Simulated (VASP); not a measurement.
Wanted: the native input for a VASP 6.6.1 run.

- Task: single point
- Functional: PBE
- Potentials or basis: VASP PAW PBE potentials, release 64 (B, N)
- Cutoff: 520 eV
- k mesh: 6 × 6 × 6
- Occupations: gaussian, width 0.01 eV
- Spin: no spin polarisation
- Dipole correction: no
- Further INCAR settings: ALGO = Normal; EDIFF = 1e-06; NBANDS = 11

The structure of BN lies in POSCAR:

```
BN
1.0
    0.0000000000      1.8409219743      1.7893037102
    1.8409219743      0.0000000000      1.7893037102
    1.8409219743      1.8409219743      0.0000000000
B N
1 1
Direct
    0.0000000000      0.0000000000      0.0000000000
    0.2500000000      0.2500000000      0.2500000000
```

This cell differs from its parent crystal: epitaxial xy strain +2.0%.

The input as run:

INCAR

```
SYSTEM = BN
ALGO = Normal
EDIFF = 1E-6
ENCUT = 520
GGA = PE
ISIF = 2
ISMEAR = 0
LASPH = .True.
LCHARG = .True.
LELF = .True.
LREAL = .False.
LVHAR = .True.
LWAVE = .False.
NBANDS = 11
NELM = 80
PREC = Accurate
SIGMA = 0.01
```

KPOINTS

```
k-points
0
Gamma
  6 6 6
  0 0 0
```

Potentials or basis: VASP PAW PBE potentials, release 64 (B, N).

Command:

```bash
$ cat potpaw_PBE.64/B/POTCAR potpaw_PBE.64/N/POTCAR > POTCAR
$ mpirun -np 1 vasp_std > vasp.out
```

Results of the run:

```json
{
 "Pressure": "-6.4 GPa",
 "Band gap on the k mesh": "3.94 eV, indirect (least direct gap 8.39 eV)"
}
```

Caveat: the k points lie up to 0.50 Å⁻¹ apart; the cell differs from its parent crystal (epitaxial xy strain +2.0%).

It took 3.2 s on 1 thread of Intel(R) Xeon(R) Platinum 8488C (Sapphire Rapids), on a shared host, peak memory 0.12 GiB.
